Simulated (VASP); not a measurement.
# ScAl3: relaxation of cell and atoms with PBE

Crystal: ScAl3.

```
Sc Al
1.0
     3.01126    0.00000    0.00000
    -1.50563    2.60783    0.00000
     0.00000    0.00000    9.42209
Sc Al
1 3
Cartesian
  0.0000 0.0000 0.0000
  0.0000 0.0000 4.7110
  1.5056 0.8693 2.4393
  1.5056 0.8693 6.9827
```

The cell was generated, and may not be a known phase.

| Quantity | Value |
| --- | --- |
| Program | VASP 6.6.1 |
| Task | relaxation of cell and atoms |
| Functional | PBE |
| Potentials or basis | VASP PAW PBE potentials, release 64 (Sc_sv, Al) |
| Cutoff | 600 eV |
| k mesh | 18 × 18 × 6 |
| Occupations | gaussian, width 0.1 eV |
| Spin | no spin polarisation |
| Dipole correction | no |
| Further INCAR settings | ALGO = Fast; EDIFF = 1e-06; IBRION = 2; EDIFFG = -0.01; NSW = 100; ISIF = 3 |

```json
{
  "Relaxed volume": "18.53 Å³/atom",
  "Relaxed cell": "a = 3.050 Å, b = 3.050 Å, c = 9.204 Å, α = 90.00°, β = 90.00°, γ = 120.00°",
  "Space group after relaxing (to 0.1 Å)": "P-6m2 (No. 187)",
  "Energy gained by relaxing": "4.6 meV/atom",
  "Ionic steps": "8",
  "Pressure after relaxing": "0.0 GPa",
  "Largest force after relaxing": "0.003 eV/Å",
  "Band gap on the k mesh": "zero (bands 10 and 11 overlap by 2.88 eV)"
}
```

Forces on the atoms (eV/Å):
```
Sc   0.000  0.000  0.000
Al   0.000  0.000  0.000
Al   0.000  0.000  0.003
Al   0.000  0.000 -0.003
```

Step by step:
```tsv
step	energy change (eV)	largest force (eV/Å)	pressure (GPa)	volume (Å³)
1	0.0000	0.0343	-0.23	73.99
2	-0.0139	0.0433	0.24	73.70
3	-0.0168	0.0484	0.59	73.50
4	-0.0183	0.0288	-0.12	74.28
5	-0.0183	0.0316	-0.06	74.19
6	-0.0183	0.0315	-0.05	74.17
7	-0.0184	0.0207	-0.01	74.15
8	-0.0184	0.0032	0.02	74.12
```

Final structure:
```
Sc Al
1.0
     3.04952    0.00000    0.00000
    -1.52476    2.64096    0.00000
     0.00000    0.00000    9.20354
Sc Al
1 3
Direct
  0.00000 0.00000 0.00000
  0.00000 0.00000 0.50000
  0.66667 0.33333 0.25999
  0.66667 0.33333 0.74001
```

Levels at points of the mesh, in eV from the Fermi level:
```
           k point  band 8  band 9  band 10  band 11  band 12  band 13
(0.00, 0.00, 0.00)   -2.64   -2.12     1.72     1.93     1.93     3.43
(0.50, 0.00, 0.00)   -3.35   -2.15    -1.32    -0.20    -0.05     2.45
(0.00, 0.00, 0.50)   -4.49   -0.65     1.69     1.93     1.93     3.43
(0.50, 0.00, 0.50)   -3.24   -2.24    -1.14    -0.33     0.72     1.44
```

Wall time 16 min on 1 thread of Intel Xeon 8259CL (shared host), peak memory 0.37 GiB.
